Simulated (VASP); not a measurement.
## Zr: relaxation of cell and atoms with BLYP+D3(BJ)

Zr:

```
Zr
1.0
     3.23200    0.00000    0.00000
    -1.61600    2.79899    0.00000
     0.00000    0.00000    5.14700
Zr
2
Direct
  0.66667 0.33333 0.75000
  0.33333 0.66667 0.25000
```

| Quantity | Value |
| --- | --- |
| Program | VASP 6.6.1 |
| Task | relaxation of cell and atoms |
| Functional | BLYP |
| Dispersion | D3(BJ) |
| Potentials or basis | VASP PAW PBE potentials, release 64 (Zr_sv) |
| Cutoff | 600 eV |
| k mesh | 9 × 9 × 5 |
| Occupations | fermi-dirac, width 0.05 eV |
| Spin | no spin polarisation |
| Dipole correction | no |
| Further INCAR settings | ALGO = Normal; EDIFF = 1e-06; IBRION = 2; EDIFFG = -0.02; NSW = 80; ISIF = 3 |

The relaxed volume is 21.83 Å³/atom, the relaxed cell is a = 3.142 Å, b = 3.142 Å, c = 5.106 Å, α = 90.00°, β = 90.00°, γ = 120.00° and the space group after relaxing (to 0.05 Å) is P6_3/mmc (No. 194). The energy gained by relaxing is 27.2 meV/atom and the ionic steps are 6. The pressure after relaxing is 0.0 GPa and the band gap on the k mesh is zero (band 12 reaches 11.09 eV, above the bottom of band 13 at 10.02 eV). The dispersion energy per atom is -1.384 eV.

The path:
```tsv
step	energy change (eV)	largest force (eV/Å)	pressure (GPa)	volume (Å³)
1	0.0000	0.0000	-5.64	46.56
2	-0.0056	0.0000	6.39	41.26
3	-0.0523	0.0000	0.00	43.75
4	-0.0523	0.0000	0.13	43.70
5	-0.0540	0.0000	0.07	43.68
6	-0.0545	0.0000	0.03	43.66
```

Final structure:
```xyz
2
Lattice="3.1425 0.0000 0.0000 -1.5712 2.7215 0.0000 0.0000 0.0000 5.1056" Properties=species:S:1:pos:R:3 pbc="T T T"
Zr    1.5712    0.9072    3.8292
Zr    0.0000    1.8143    1.2764
```

Levels at points of the mesh, in eV from the Fermi level:
| k point | band 10 | band 11 | band 12 | band 13 | band 14 | band 15 |
| --- | --- | --- | --- | --- | --- | --- |
| (0.00, 0.00, 0.00) | -3.18 | 0.78 | 0.84 | 0.84 | 1.47 | 1.53 |

Wall time 98 s on 1 thread of AMD EPYC 9R45 96-Core Processor (Zen 5), with other jobs on the host, peak memory 0.18 GiB.

Caveat: the PAW data sets were made with another functional, which shifts forces and pressure a little; pairwise dispersion overbinds metals, which lowers pressure and volume.
